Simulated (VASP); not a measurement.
# Be16H (a cell with a defect) in VASP: further runs

Be16H (a cell with a defect) is run at these levels: PBE; tasks: single point.

All numbers are computed with VASP 6.6.1; they aren't measurements. Logs are shortened: lines on timing, memory, paths and dates and some standing lists are left out, and cuts for length are marked.

## 1. The cell of the first run

The cell holds a defect, 17 atoms: a = 4.580 Å, b = 3.966 Å, c = 7.177 Å, α = 90.00°, β = 90.00°, γ = 90.00°.

## 2. Single point, PBE

The input, INCAR:

```
SYSTEM = Be16H
  PREC = Accurate
  ENCUT = 520
  EDIFF = 1E-6
  ISMEAR = 0
  SIGMA = 0.1
  LREAL = Auto
  LASPH = .True.
  NELM = 60
  ALGO = Normal
  ISIF = 2
  LWAVE = .False.
  LCHARG = .True.
  GGA = PE
  LELF = .True.
  LVHAR = .True.
  NBANDS = 30
```

The input, KPOINTS:

```
regular mesh
0
Gamma
  4 4 3
  0 0 0
```

The input, POSCAR:

```
Be16H
1.0
   -2.2900000000     -3.9663960000      0.0000000000
    3.4350000000     -1.9831980000      0.0000000000
    0.0000000000      0.0000000000      7.1768600000
Be H
16 1
Direct
    0.7504289046      0.4948589490     -0.0027952609
    0.4910869434      0.3381006482      0.2462233497
    0.7503690886      0.5079631686      0.5041739304
    0.4985843658      0.3350044349      0.7501278538
    0.4985605387     -0.0012463097      0.0002317357
    0.2504932457      0.8290180513      0.2488516232
    0.4911525805     -0.0040537869      0.5040415557
    0.2504179641      0.8297728374      0.7528588782
    0.2504154680      0.5042036956     -0.0026702905
    0.0098294891      0.3383245642      0.2461744119
    0.2505217699      0.5049014273      0.5014634973
    0.0022808077      0.3348909620      0.7501420904
    0.0023258648     -0.0011257997      0.0002278411
    0.7503949250      0.8254704717      0.2461000558
    0.0097543605     -0.0043196238      0.5040734859
    0.7504280170      0.8389360698      0.7530741544
    0.7510508668      0.1666905399      0.3749910877
```

Potentials or basis: VASP PAW PBE potentials, release 64 (Be, H).

Started as:

```
$ cat potpaw_PBE.64/Be/POTCAR potpaw_PBE.64/H/POTCAR > POTCAR
$ mpirun -np 1 vasp_std > vasp.out
```

OUTCAR:

```text
SYSTEM = Be16H
   PREC = Accurate
   ENCUT = 520
   EDIFF = 1E-6
   ISMEAR = 0
   LREAL = Auto
   LASPH = .True.
   NELM = 60
   ISIF = 2
   GGA = PE

 ion  position               nearest neighbor table
   1  0.750  0.495  0.997-   4 2.21  12 2.21  14 2.22  16 2.22  10 2.23   2 2.23  13 2.28   5 2.28
                             9 2.29   9 2.29   5 2.31  13 2.31
   2  0.491  0.338  0.246-   9 2.20  10 2.20   5 2.22   1 2.23   6 2.24  11 2.24  14 2.27   7 2.29
                             3 2.30   6 2.30  14 2.35  10 2.38
   3  0.750  0.508  0.504-  16 2.22   4 2.22  12 2.22  14 2.24  15 2.27   7 2.27  11 2.29  11 2.29
                             2 2.30  10 2.30   7 2.35  15 2.35
   4  0.499  0.335  0.750-   1 2.21   9 2.21   3 2.22   7 2.22  11 2.22   5 2.24   8 2.27  12 2.27
                            16 2.28   8 2.30  12 2.31  16 2.31
   5  0.499  0.999  0.000-  16 2.21   8 2.21  14 2.22   6 2.22   2 2.22   4 2.24   9 2.27  13 2.27
                             1 2.28   9 2.30  13 2.31   1 2.31
   6  0.250  0.829  0.249-   9 2.22   5 2.22  13 2.22  11 2.22  10 2.24   2 2.24   7 2.24  15 2.24
                            14 2.29  14 2.29   2 2.30  10 2.30
   7  0.491  0.996  0.504-   8 2.20  15 2.20   4 2.22  16 2.23   6 2.24  11 2.24   3 2.27   2 2.29
                            11 2.30  14 2.30   3 2.35  15 2.38
   8  0.250  0.830  0.753-   9 2.18  15 2.20   7 2.20   5 2.21  13 2.21  11 2.22   4 2.27  12 2.27
                            16 2.29  16 2.29  12 2.30   4 2.30
   9  0.250  0.504  0.997-   8 2.18  10 2.20   2 2.20  12 2.21   4 2.21   6 2.22   5 2.27  13 2.27
                             1 2.29   1 2.29  13 2.30   5 2.30
  10  0.010  0.338  0.246-   9 2.20   2 2.20  13 2.22   1 2.23   6 2.24  11 2.24  14 2.27  15 2.30
                             3 2.30   6 2.30  14 2.36   2 2.38
  11  0.251  0.505  0.501-   8 2.22   4 2.22  12 2.22   6 2.22  15 2.24   2 2.24   7 2.24  10 2.24
                             3 2.29   3 2.29   7 2.30  15 2.30
  12  0.002  0.335  0.750-   1 2.21   9 2.21   3 2.22  15 2.22  11 2.22  13 2.24   8 2.27   4 2.27
                            16 2.28   8 2.30   4 2.31  16 2.31
  13  0.002  0.999  0.000-  16 2.21   8 2.21  14 2.22  10 2.22   6 2.22  12 2.24   9 2.27   5 2.27
                             1 2.28   9 2.30   5 2.31   1 2.31
  14  0.750  0.825  0.246-   1 2.22   5 2.22  13 2.22   3 2.24  10 2.27   2 2.27   6 2.29   6 2.29
                             7 2.30  15 2.30   2 2.35  10 2.36
  15  0.010  0.996  0.504-   8 2.20   7 2.20  12 2.22  16 2.23  11 2.24   6 2.24   3 2.27  10 2.30
                            14 2.30  11 2.30   3 2.35   7 2.38
  16  0.750  0.839  0.753-   5 2.21  13 2.21   3 2.22   1 2.22  15 2.23   7 2.23  12 2.28   4 2.28
                             8 2.29   8 2.29   4 2.31  12 2.31
  17  0.751  0.167  0.375-

  LATTYP: Found a simple orthorhombic cell.
 ALAT       =     3.9663962620
 B/A-ratio  =     1.1547004875
 C/A-ratio  =     1.8094157835

  Lattice vectors:

 A1 = (  -3.4350000000,   1.9831980000,   0.0000000000)
 A2 = (  -2.2900000000,  -3.9663960000,   0.0000000000)
 A3 = (   0.0000000000,   0.0000000000,   7.1768600000)

Analysis of symmetry for initial positions (statically):
=====================================================================
[... 174 lines left out ...]
     AMIX_MAG =   1.60;   BMIX_MAG =  1.00
  volume/ion in A,a.u.               =       7.67        51.75
  Fermi-wavevector in a.u.,A,eV,Ry     =   1.035573  1.956950 14.591049  1.072412
  Thomas-Fermi vector in A             =   2.169923
   LORBIT       =      0    0 simple, 1 ext, 2 COOP (PROOUT), +10 PAW based schemes
   GGA     = PE    functional components
   LHFCALC =     F    Hartree Fock is set to
   AEXX    =    0.0000 exact exchange contribution
   IVDW    =     0    specifies the selected vdW correction
   LEPSILON=     F    determine dielectric tensor
   LRPA    =     F    only Hartree local field effects (RPA)
 non-spin polarized calculation
 Gauss-broadening in eV      SIGMA  =   0.10
  energy-cutoff  :      520.00
  volume of cell :      130.38
 maximum number of plane-waves:      3529
 NGX is ok and might be reduce to    36
   NGX = 17   NGY = 15   NGZ = 27

 number of electron      33.0000000 magnetization

 Free energy of the ion-electron system (eV)
  ---------------------------------------------------
  ext. energy  EPLUGINS =         0.00000000
  ---------------------------------------------------
  free energy    TOTEN  =       -61.72059767 eV

  energy without entropy =      -61.71089390  energy(sigma->0) =      -61.71574579

 E-fermi :   7.5425     XC(G=0): -10.5854

 val. band max:        7.4566548520   @ k =   0.2500   0.0000   0.0000
 cond. band min:       7.5933124444   @ k =   0.5000   0.0000   0.0000
 fundamental gap:      0.1366575924
 Fermi energy:         7.5425097556

 k-point     1 :       0.0000    0.0000    0.0000
  band No.  band energies     occupation
      1      -5.1873      2.00000
      2      -3.0157      2.00000
      3      -2.1743      2.00000
      4      -0.2051      2.00000
      5       0.9658      2.00000
      6       1.5594      2.00000
[... 733 lines left out ...]
     27      13.2270      0.00000
     28      13.4146      0.00000

 [... further k-points ...]

 [bands above 28 left out]

------------------------ aborting loop because EDIFF is reached ----------------------------------------

  FORCE on cell =-STRESS in cart. coord.  units (eV):
  Direction    XX          YY          ZZ          XY          YZ          ZX
  --------------------------------------------------------------------------------------
  -------------------------------------------------------------------------------------
  Total        0.5334024     -0.3115725     -0.5272976     -0.7303722     -0.2350772      0.4082501
  in kB        6.5549522     -3.8288974     -6.4799312     -8.9755027     -2.8888501      5.0169626
  external PRESSURE =      -1.2512921 kB  Pullay stress =       0.0000000 kB

 VOLUME and BASIS-vectors are now :
 -----------------------------------------------------------------------------
  energy-cutoff  :      520.00
  volume of cell :      130.38
      direct lattice vectors                 reciprocal lattice vectors
    -2.290000000 -3.966396000  0.000000000    -0.109170306 -0.189088533  0.000000000
     3.435000000 -1.983198000  0.000000000     0.218340611 -0.126059022  0.000000000
     0.000000000  0.000000000  7.176860000     0.000000000  0.000000000  0.139336702

 POSITION                                       TOTAL-FORCE (eV/Angst)
 -----------------------------------------------------------------------------------
     -0.01864     -3.95790      7.15680         0.004116     -0.002373     -0.002357
      0.03679     -2.61837      1.76711        -0.000915     -0.000554      0.000483
      0.02651     -3.98365      3.61839         0.006296     -0.005468      0.004137
      0.00898     -2.64196      5.38356        -0.002044      0.001806     -0.003782
      2.28902     -3.95821      0.00166         0.003963     -0.003145     -0.000643
      2.27405     -2.63766      1.78597        -0.003190      0.000790     -0.002957
[... 9 lines left out ...]
      1.16327     -4.64027      5.40471        -0.005354      0.002886      0.001769
     -1.14732     -3.30955      2.69126         0.002512      0.002373      0.004506
 -----------------------------------------------------------------------------------
    total drift:                               -0.000121     -0.000130      0.000417

  FREE ENERGIE OF THE ION-ELECTRON SYSTEM (eV)
  ---------------------------------------------------
  free  energy   TOTEN  =       -61.7205976668 eV

  energy  without entropy=      -61.7108939048  energy(sigma->0) =      -61.71574579
```

stdout:

```text
POSCAR found type information on POSCAR BeH
 POSCAR found :  2 types and      17 ions
 scaLAPACK will be used
 LDA part: xc-table for (Slater+PW92), standard interpolation
 POSCAR, INCAR and KPOINTS ok, starting setup
 FFT: planning ... GRIDC
 FFT: planning ... GRID_SOFT
 FFT: planning ... GRID
 WAVECAR not read
 entering main loop
```

It took 5.8 min on 1 thread of Intel Xeon 8259CL, shared host; peak memory 0.26 GiB.

Results:

* Free energy: -61.7206 eV
* Pressure: -0.1 GPa
* Largest force: 0.009 eV/Å
* Band gap on the k mesh: zero (an odd number of electrons rules out a gap without spin polarisation)

Forces in eV/Å, atoms in the order of the input:
```
Be   0.004 -0.002 -0.002
Be  -0.001 -0.001  0.000
Be   0.006 -0.005  0.004
Be  -0.002  0.002 -0.004
Be   0.004 -0.003 -0.001
Be  -0.003  0.001 -0.003
Be  -0.003  0.002 -0.001
Be  -0.001 -0.001  0.004
Be  -0.002  0.000  0.002
Be  -0.002  0.004  0.004
Be   0.002 -0.001  0.001
Be   0.000 -0.001 -0.007
Be   0.002  0.000  0.001
Be  -0.001  0.000 -0.003
Be   0.001  0.001 -0.002
Be  -0.005  0.003  0.002
H    0.003  0.002  0.005
```

Caveat: the k points lie up to 0.40 Å⁻¹ apart, too coarse for converged energies and pressures of a metal.

## 3. Single point, PBE

The input, INCAR:

```
PREC = Accurate ; ENCUT = 520
EDIFF = 1E-6 ; ISMEAR = 0
SIGMA = 0.1 ; LREAL = Auto
LASPH = T ; NELM = 60
ALGO = Normal ; ISIF = 2
LWAVE = F ; LCHARG = F
GGA = PE ; NBANDS = 30
```

The input, KPOINTS:

```
Automatic mesh
0
Gamma
  4 4 3
```

The input, POSCAR:

```
Be16H
1.0
   -2.2900000000     -3.9663960000      0.0000000000
    3.4350000000     -1.9831980000      0.0000000000
    0.0000000000      0.0000000000      7.1768600000
Be H
16 1
Direct
    0.7500621766      0.5077457989     -0.0041469148
    0.4906159371      0.3382017580      0.2537357261
    0.7499005776      0.4951996624      0.5028938569
    0.4979891337      0.3344484524      0.7500565319
    0.4907849651     -0.0044499813     -0.0038965851
    0.2496025520      0.8284789339      0.2512998781
    0.4980178699     -0.0011448414      0.4995866604
    0.2498843089      0.8297597519      0.7472959168
    0.2495916124      0.5053209908     -0.0013353392
    0.0095422611      0.3378545176      0.2537077262
    0.2499012494      0.5041437461      0.5026937445
    0.0017441042      0.3345911368      0.7500804402
    0.0093196492     -0.0040095194     -0.0038254325
    0.7500647749      0.8242730432      0.2540019543
    0.0017029525     -0.0012878302      0.4995837221
    0.7499064620      0.8376145402      0.7467995664
    0.7465080635      0.1649281401      0.1234315176
```

Potentials or basis: VASP PAW PBE potentials, release 64 (Be, H).

Started as:

```
$ cat potpaw_PBE.64/Be/POTCAR potpaw_PBE.64/H/POTCAR > POTCAR
$ mpirun -np 1 vasp_std > vasp.out
```

OUTCAR:

```text
PREC = Accurate
   ENCUT = 520
   EDIFF = 1E-6
   ISMEAR = 0
   LREAL = Auto
   LASPH = T
   NELM = 60
   ISIF = 2
   GGA = PE

 ion  position               nearest neighbor table
   1  0.750  0.508  0.996-  16 2.22  12 2.22   4 2.22  14 2.24   5 2.27  13 2.27   9 2.29   9 2.29
                             2 2.30  10 2.30  13 2.35   5 2.35
   2  0.491  0.338  0.254-  11 2.20  10 2.20   7 2.22   3 2.24   6 2.24   9 2.24  14 2.26   5 2.29
                             1 2.30   6 2.30  14 2.36  10 2.38
   3  0.750  0.495  0.503-  12 2.21   4 2.21  14 2.21  16 2.22   2 2.24  10 2.24   7 2.28  15 2.28
                            11 2.29  11 2.29  15 2.31   7 2.31
   4  0.498  0.334  0.750-   3 2.21  11 2.21   1 2.22   5 2.22   9 2.22   7 2.24   8 2.27  12 2.27
                            16 2.28   8 2.30  16 2.31  12 2.31
   5  0.491  0.996  0.996-  17 1.63   8 2.20  13 2.21   4 2.22   9 2.24  16 2.24   6 2.24   1 2.27
                             2 2.29  14 2.30   9 2.30   1 2.35  13 2.37
   6  0.250  0.828  0.251-  11 2.22  15 2.22   7 2.22   9 2.22  10 2.24   2 2.24  13 2.24   5 2.24
                            14 2.29  14 2.29  10 2.30   2 2.30
   7  0.498  0.999  0.500-  16 2.21   8 2.21  14 2.22   2 2.22   6 2.22   4 2.24  11 2.27  15 2.27
                             3 2.28  11 2.30  15 2.31   3 2.31
[... 248 lines left out ...]
      4      -0.2065      2.00000
      5       0.9648      2.00000
      6       1.5599      2.00000
[... 733 lines left out ...]
     27      13.2226      0.00000
     28      13.4182      0.00000

 [... further k-points ...]

 [bands above 28 left out]

------------------------ aborting loop because EDIFF is reached ----------------------------------------

  FORCE on cell =-STRESS in cart. coord.  units (eV):
  Direction    XX          YY          ZZ          XY          YZ          ZX
  --------------------------------------------------------------------------------------
  -------------------------------------------------------------------------------------
  Total        0.5501152     -0.3175455     -0.5310137     -0.7548592      0.2314964     -0.4031663
  in kB        6.7603342     -3.9022990     -6.5255976     -9.2764222      2.8448464     -4.9544884
  external PRESSURE =      -1.2225208 kB  Pullay stress =       0.0000000 kB

 VOLUME and BASIS-vectors are now :
 -----------------------------------------------------------------------------
  energy-cutoff  :      520.00
  volume of cell :      130.38
      direct lattice vectors                 reciprocal lattice vectors
    -2.290000000 -3.966396000  0.000000000    -0.109170306 -0.189088533  0.000000000
     3.435000000 -1.983198000  0.000000000     0.218340611 -0.126059022  0.000000000
     0.000000000  0.000000000  7.176860000     0.000000000  0.000000000  0.139336702

 POSITION                                       TOTAL-FORCE (eV/Angst)
 -----------------------------------------------------------------------------------
      0.02646     -3.98200      7.14710        -0.004771      0.003156      0.001416
      0.03821     -2.61670      1.82103        -0.001428     -0.001685      0.005478
     -0.01626     -3.95648      3.60920        -0.018592      0.010196     -0.006359
      0.00844     -2.63850      5.38305        -0.000184     -0.002034     -0.009873
      2.29582     -3.92102      7.14889        -0.001056      0.010405     -0.012879
      2.27424     -2.63306      1.80354         0.011078     -0.006267     -0.000332
[... 9 lines left out ...]
      1.15992     -4.63558      5.35968         0.019692     -0.011592      0.006058
     -1.14298     -3.28803      0.88585        -0.009704     -0.021835      0.024987
 -----------------------------------------------------------------------------------
    total drift:                                0.000475     -0.000012     -0.000834

  FREE ENERGIE OF THE ION-ELECTRON SYSTEM (eV)
  ---------------------------------------------------
  free  energy   TOTEN  =       -61.7201329738 eV

  energy  without entropy=      -61.7104847185  energy(sigma->0) =      -61.71530885
```

OSZICAR:

```text
N       E                     dE             d eps       ncg     rms          rms(c)
DAV:   1     0.347701799451E+02    0.34770E+02   -0.12718E+04  1560   0.931E+02
DAV:   2    -0.580959626891E+02   -0.92866E+02   -0.85445E+02  2084   0.171E+02
DAV:   3    -0.622407387043E+02   -0.41448E+01   -0.40518E+01  2044   0.300E+01
DAV:   4    -0.622844431460E+02   -0.43704E-01   -0.43553E-01  1982   0.367E+00
DAV:   5    -0.622849582330E+02   -0.51509E-03   -0.51482E-03  1958   0.305E-01    0.372E+00
DAV:   6    -0.618736221196E+02    0.41134E+00   -0.10159E-01  2064   0.219E+00    0.223E+00
DAV:   7    -0.617254146174E+02    0.14821E+00   -0.75055E-02  1898   0.178E+00    0.535E-01
DAV:   8    -0.617203704340E+02    0.50442E-02   -0.66336E-03  2004   0.500E-01    0.117E-01
DAV:   9    -0.617201286018E+02    0.24183E-03   -0.34670E-04  1926   0.903E-02    0.342E-02
DAV:  10    -0.617201298688E+02   -0.12671E-05   -0.12075E-04  1882   0.441E-02    0.711E-03
DAV:  11    -0.617201310000E+02   -0.11312E-05   -0.76433E-06  1864   0.123E-02    0.296E-03
DAV:  12    -0.617201325915E+02   -0.15915E-05   -0.90159E-07  1330   0.556E-03    0.591E-04
DAV:  13    -0.617201329738E+02   -0.38228E-06   -0.98511E-08  1212   0.156E-03
   1 F= -.61720133E+02 E0= -.61715309E+02  d E =-.964826E-02
```

stdout:

```text
POSCAR found type information on POSCAR BeH
 POSCAR found :  2 types and      17 ions
 scaLAPACK will be used
 LDA part: xc-table for (Slater+PW92), standard interpolation
 POSCAR, INCAR and KPOINTS ok, starting setup
 FFT: planning ... GRIDC
 FFT: planning ... GRID_SOFT
 FFT: planning ... GRID
 WAVECAR not read
 entering main loop
```

Run time: 5.9 min. Hardware: 1 thread of Intel Xeon 8259CL, shared host; peak memory 0.26 GiB.

Results:

- Free energy: -61.7201 eV
- Pressure: -0.1 GPa
- Largest force: 0.035 eV/Å
- Band gap on the k mesh: zero (an odd number of electrons rules out a gap without spin polarisation)

Forces on the atoms (eV/Å):
```
Be  -0.005  0.003  0.001
Be  -0.001 -0.002  0.005
Be  -0.019  0.010 -0.006
Be   0.000 -0.002 -0.010
Be  -0.001  0.010 -0.013
Be   0.011 -0.006  0.000
Be  -0.002 -0.002  0.010
Be   0.000  0.001 -0.009
Be  -0.012  0.007 -0.001
Be   0.000  0.013  0.000
Be  -0.003  0.003  0.007
Be   0.000  0.003 -0.011
Be   0.001  0.002 -0.006
Be   0.017 -0.009 -0.009
Be   0.003  0.002  0.011
Be   0.020 -0.012  0.006
H   -0.010 -0.022  0.025
```

Caveat: the k points lie up to 0.40 Å⁻¹ apart, too coarse for converged energies and pressures of a metal.

[end of part 1 of 2]
